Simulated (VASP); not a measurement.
# SiC (Moissanite 3C) (F-43m) in VASP: further runs

SiC (Moissanite 3C) is run at these levels: RPBE, revPBE+D3(BJ); tasks: single point.

Everything below comes from runs of VASP 6.6.1. Logs are shortened: lines on timing, memory, paths and dates and some standing lists are left out, and cuts for length are marked.

**Experimental background.**

From “Insight into the structural, elastic and electronic properties of a new orthorhombic 6O-SiC polytype”, 2020, pmc:7200658, for a bulk crystal of SiC: band gap 2.4 eV (indirect).

How close the calculation comes is told below.

## 1. The cell of the first run

The structure is cubic, space group F-43m (No. 216). The conventional cell has a = 4.415 Å, b = 4.415 Å, c = 4.415 Å, α = 90.00°, β = 90.00°, γ = 90.00°. Si (site symmetry -43m) has 4 C at 1.91 Å within 2.5 Å. C (site symmetry -43m) has 4 Si at 1.91 Å within 2.5 Å.

## 2. Single point, RPBE

File INCAR:

```
SYSTEM = SiC
PREC = Accurate
ENCUT = 600
EDIFF = 1E-6
ISMEAR = -1
SIGMA = 0.05
LREAL = .False.
LASPH = .True.
NELM = 120
ALGO = Normal
ISIF = 2
LWAVE = .False.
LCHARG = .False.
GGA = RP
NBANDS = 11
GGA_COMPAT = .False.
```

File KPOINTS:

```
Automatic mesh
0
Gamma
  10 10 10
  0 0 0
```

File POSCAR:

```
SiC
1.0
    0.0000000000      2.2076743409      2.2076743409
    2.2076743409      0.0000000000      2.2076743409
    2.2076743409      2.2076743409      0.0000000000
Si C
1 1
Direct
    0.0000000000      0.0000000000      0.0000000000
    0.7500000000      0.7500000000      0.7500000000
```

Potentials or basis: VASP PAW PBE potentials, release 64 (Si, C).

On the command line:

```sh
cat potpaw_PBE.64/Si/POTCAR potpaw_PBE.64/C/POTCAR > POTCAR
mpirun -np 1 vasp_std > vasp.out
```

OUTCAR:

```text
SYSTEM = SiC
   PREC = Accurate
   ENCUT = 600
   EDIFF = 1E-6
   ISMEAR = -1
   LREAL = .False.
   LASPH = .True.
   NELM = 120
   ISIF = 2
   GGA = RP

 ion  position               nearest neighbor table
   1  0.000  0.000  0.000-   2 1.91   2 1.91   2 1.91   2 1.91
   2  0.750  0.750  0.750-   1 1.91   1 1.91   1 1.91   1 1.91

  LATTYP: Found a face centered cubic cell.
 ALAT       =     4.4153486818

  Lattice vectors:

 A1 = (   0.0000000000,   2.2076743409,   2.2076743409)
 A2 = (   2.2076743409,   0.0000000000,   2.2076743409)
 A3 = (   2.2076743409,   2.2076743409,   0.0000000000)

Analysis of symmetry for initial positions (statically):
=====================================================================
 Subroutine PRICEL returns:
 Original cell was already a primitive cell.

 Routine SETGRP: Setting up the symmetry group for a
 face centered cubic supercell.

 Subroutine GETGRP returns: Found 24 space group operations
 (whereof 24 operations were pure point group operations)
 out of a pool of 48 trial point group operations.

The static configuration has the point symmetry T_d .

Analysis of symmetry for dynamics (positions and initial velocities):
=====================================================================
 Subroutine PRICEL returns:
 Original cell was already a primitive cell.

 Routine SETGRP: Setting up the symmetry group for a
 face centered cubic supercell.

 Subroutine GETGRP returns: Found 24 space group operations
 (whereof 24 operations were pure point group operations)
 out of a pool of 48 trial point group operations.

The dynamic configuration has the point symmetry T_d .

 Subroutine INISYM returns: Found 24 space group operations
 (whereof 24 operations are pure point group operations),
 and found     1 'primitive' translations

----------------------------------------------------------------------------------------

                                     Primitive cell

  volume of cell :      21.5196

  direct lattice vectors                    reciprocal lattice vectors
     0.000000000  2.207674341  2.207674341    -0.226482679  0.226482679  0.226482679
     2.207674341  0.000000000  2.207674341     0.226482679 -0.226482679  0.226482679
     2.207674341  2.207674341  0.000000000     0.226482679  0.226482679 -0.226482679

  length of vectors
     3.122122994  3.122122994  3.122122994     0.392279508  0.392279508  0.392279508

  position of ions in fractional coordinates (direct lattice)
     0.000000000  0.000000000  0.000000000
     0.750000000  0.750000000  0.750000000

  ion indices of the primitive-cell ions
   primitive index   ion index
                 1           1
                 2           2

----------------------------------------------------------------------------------------

 KPOINTS: Automatic mesh

Automatic generation of k-mesh.
 Grid dimensions read from file:
 generate k-points for:   10   10   10

 Generating k-lattice:

  Cartesian coordinates                     Fractional coordinates (reciprocal lattice)
    -0.022648268  0.022648268  0.022648268     0.100000000  0.000000000  0.000000000
     0.022648268 -0.022648268  0.022648268     0.000000000  0.100000000  0.000000000
     0.022648268  0.022648268 -0.022648268     0.000000000  0.000000000  0.100000000

  Length of vectors
     0.039227951  0.039227951  0.039227951

  Shift w.r.t. Gamma in fractional coordinates (k-lattice)
     0.000000000  0.000000000  0.000000000

 Subroutine IBZKPT returns following result:
 ===========================================

 Found     47 irreducible k-points:

 Following reciprocal coordinates:
            Coordinates               Weight
  0.000000  0.000000  0.000000      1.000000
  0.100000  0.000000  0.000000      8.000000
  0.200000  0.000000  0.000000      8.000000
  0.300000  0.000000  0.000000      8.000000
  0.400000  0.000000  0.000000      8.000000
  0.500000  0.000000  0.000000      4.000000
[... 16 lines left out ...]
  0.300000  0.300000  0.000000      6.000000
  0.400000  0.300000  0.000000     24.000000
 [... further k-points ...]
   k-points           NKPTS =     47   k-points in BZ     NKDIM =     47   number of bands    NBANDS=     11
   number of dos      NEDOS =    301   number of ions     NIONS =      2
   total plane-waves  NPLWV =  21952
   dimension x,y,z NGX =    28 NGY =   28 NGZ =   28
   dimension x,y,z NGXF=    56 NGYF=   56 NGZF=   56
   ions per type =               1   1
   NGX,Y,Z   is equivalent  to a cutoff of  14.91, 14.91, 14.91 a.u.
   NGXF,Y,Z  is equivalent  to a cutoff of  29.82, 29.82, 29.82 a.u.
 SYSTEM =  SiC
   PREC   = accura    normal or accurate (medium, high low for compatibility)
   ISTART =      0    job   : 0-new  1-cont  2-samecut
   ICHARG =      2    charge: 1-file 2-atom 10-const
   ISPIN  =      1    spin polarized calculation?
   LNONCOLLINEAR =      F non collinear calculations
   LSORBIT =      F    spin-orbit coupling
   LASPH  =      T    aspherical Exc in radial PAW
   ENCUT  =  600.0 eV  44.10 Ry    6.64 a.u.   6.24  6.24  6.24*2*pi/ulx,y,z
   NELM   =    120;   NELMIN=  2; NELMDL= -5     # of ELM steps
   EDIFF  = 0.1E-05   stopping-criterion for ELM
   LREAL  =      F    real-space projection
   EDIFFG = 0.1E-04   stopping-criterion for IOM
   NSW    =      0    number of steps for IOM
   IBRION =     -1    ionic relax: 0-MD 1-quasi-New 2-CG
   NFREE  =      0    steps in history (QN), initial steepest desc. (CG)
   ISIF   =      2    stress and relaxation
   ISYM   =      2    0-nonsym 1-usesym 2-fastsym
   POTIM  = 0.5000    time-step for ionic-motion
   TEBEG  =    0.0;   TEEND  =   0.0 temperature during run
   PSTRESS=    0.0 pullay stress
   NELECT =       8.0000    total number of electrons
   NUPDOWN=      -1.0000    fix difference up-down
   EMIN   =  10.00;   EMAX   =-10.00  energy-range for DOS
   EFERMI =   0.00;   METHOD = LEGACY
   ISMEAR =    -1;   SIGMA  =   0.05  broadening in eV -4-tet -1-fermi 0-gaus
   EFERMI_NEDOS =   21; number of points for ismear=-14 and -15
   IALGO  =     38    algorithm
   IMIX   =      4    mixing-type and parameters
     AMIX     =   0.40;   BMIX     =  1.00
     AMIX_MAG =   1.60;   BMIX_MAG =  1.00
  volume/ion in A,a.u.               =      10.76        72.61
  Fermi-wavevector in a.u.,A,eV,Ry     =   1.177136  2.224464 18.852888  1.385648
  Thomas-Fermi vector in A             =   2.313487
   LORBIT       =      0    0 simple, 1 ext, 2 COOP (PROOUT), +10 PAW based schemes
   GGA     = RP    functional components
   LHFCALC =     F    Hartree Fock is set to
   AEXX    =    0.0000 exact exchange contribution
   IVDW    =     0    specifies the selected vdW correction
   LEPSILON=     F    determine dielectric tensor
   LRPA    =     F    only Hartree local field effects (RPA)
 non-spin polarized calculation
  energy-cutoff  :      600.00
  volume of cell :       21.52
 maximum number of plane-waves:       728
 NGX is ok and might be reduce to    28
   NGX = 13   NGY = 13   NGZ = 13

 number of electron       8.0000000 magnetization

 Free energy of the ion-electron system (eV)
  ---------------------------------------------------
  ext. energy  EPLUGINS =         0.00000000
  ---------------------------------------------------
  free energy    TOTEN  =       -14.32474044 eV

  energy without entropy =      -14.32474043  energy(sigma->0) =      -14.32474043

 E-fermi :   8.4804     XC(G=0): -11.1163

 val. band max:        7.7598235986   @ k =   0.0000   0.0000   0.0000
 cond. band min:       9.1631290128   @ k =   0.5000   0.5000   0.0000
 fundamental gap:      1.4033054143
 Fermi energy:         8.4803874807

 k-point     1 :       0.0000    0.0000    0.0000
  band No.  band energies     occupation
      1      -7.3563      2.00000
      2       7.7598      2.00000
      3       7.7598      2.00000
      4       7.7598      2.00000
      5      13.5517      0.00000
      6      14.8474      0.00000
      7      14.8474      0.00000
      8      14.8474      0.00000
      9      21.9826      0.00000
     10      21.9826      0.00000
     11      23.8345      0.00000

 k-point     2 :       0.1000    0.0000    0.0000
  band No.  band energies     occupation
      1      -7.1673      2.00000
      2       6.7544      2.00000
      3       7.6282      2.00000
      4       7.6282      2.00000
      5      13.8757      0.00000
      6      15.0765      0.00000
      7      15.0846      0.00000
      8      15.0846      0.00000
      9      21.0890      0.00000
     10      21.0890      0.00000
     11      23.7980      0.00000

 k-point     3 :       0.2000    0.0000    0.0000
  band No.  band energies     occupation
      1      -6.6094      2.00000
      2       4.6718      2.00000
      3       7.3262      2.00000
      4       7.3262      2.00000
      5      13.6543      0.00000
      6      15.4473      0.00000
      7      15.4473      0.00000
      8      16.2384      0.00000
      9      20.4476      0.00000
     10      20.4476      0.00000
     11      22.9246      0.00000

 k-point     4 :       0.3000    0.0000    0.0000
  band No.  band energies     occupation
      1      -5.7198      2.00000
      2       2.4205      2.00000
      3       7.0149      2.00000
      4       7.0149      2.00000
      5      13.2519      0.00000
      6      15.3490      0.00000
      7      15.3490      0.00000
      8      17.2655      0.00000
      9      21.2195      0.00000
     10      21.2195      0.00000
     11      22.6198      0.00000
[... 239 lines left out ...]
 k-point    22 :      -0.2000    0.2000    0.0000
  band No.  band energies     occupation
      1      -5.4207      2.00000
      2       3.0142      2.00000
      3       4.6332      2.00000
      4       7.1183      2.00000
      5      14.1538      0.00000
      6      15.4749      0.00000
      7      15.9204      0.00000
      8      16.6677      0.00000
      9      19.1164      0.00000
     10      22.8596      0.00000
     11      26.4724      0.00000

 k-point    23 :       0.3000    0.3000    0.0000
  band No.  band energies     occupation
      1      -5.1621      2.00000
      2       3.4061      2.00000
      3       5.4611      2.00000
      4       5.4611      2.00000
      5      10.8920      0.00000
      6      13.2719      0.00000
      7      18.9716      0.00000
      8      18.9716      0.00000
      9      19.7929      0.00000
     10      24.4943      0.00000
     11      28.9878      0.00000

 k-point    24 :       0.4000    0.3000    0.0000
  band No.  band energies     occupation
      1      -4.3285      2.00000
      2       2.2214      2.00000
      3       4.6986      2.00000
      4       5.2052      2.00000
      5      10.6193      0.00000
      6      13.2772      0.00000
      7      19.0283      0.00000
      8      19.3761      0.00000
      9      21.1615      0.00000
     10      25.4415      0.00000
     11      28.4543      0.00000

 [... further k-points ...]
[... 5 lines left out ...]
  --------------------------------------------------------------------------------------
  -------------------------------------------------------------------------------------
  Total       -0.3305366     -0.3305366     -0.3305366     -0.0000000     -0.0000000      0.0000000
  in kB      -24.6090685    -24.6090685    -24.6090685     -0.0000000     -0.0000000      0.0000000
  external PRESSURE =     -24.6090685 kB  Pullay stress =       0.0000000 kB

 VOLUME and BASIS-vectors are now :
 -----------------------------------------------------------------------------
  energy-cutoff  :      600.00
  volume of cell :       21.52
      direct lattice vectors                 reciprocal lattice vectors
     0.000000000  2.207674341  2.207674341    -0.226482679  0.226482679  0.226482679
     2.207674341  0.000000000  2.207674341     0.226482679 -0.226482679  0.226482679
     2.207674341  2.207674341  0.000000000     0.226482679  0.226482679 -0.226482679

 POSITION                                       TOTAL-FORCE (eV/Angst)
 -----------------------------------------------------------------------------------
      0.00000      0.00000      0.00000         0.000000      0.000000      0.000000
      3.31151      3.31151      3.31151        -0.000000     -0.000000     -0.000000
 -----------------------------------------------------------------------------------
    total drift:                                0.000000      0.000000      0.000000

  FREE ENERGIE OF THE ION-ELECTRON SYSTEM (eV)
  ---------------------------------------------------
  free  energy   TOTEN  =       -14.3247404366 eV

  energy  without entropy=      -14.3247404256  energy(sigma->0) =      -14.32474043
```

It took 10 s on 1 thread of Intel Xeon 6975P-C, shared host; peak memory 0.15 GiB.

Results:

```
Free energy            : -14.3247 eV
Pressure               : -2.5 GPa
Band gap on the k mesh : 1.40 eV, indirect (least direct gap 4.50 eV)
```

Caveat: the PAW data sets were made with another functional, which shifts forces and pressure a little.

[end of part 1 of 2]
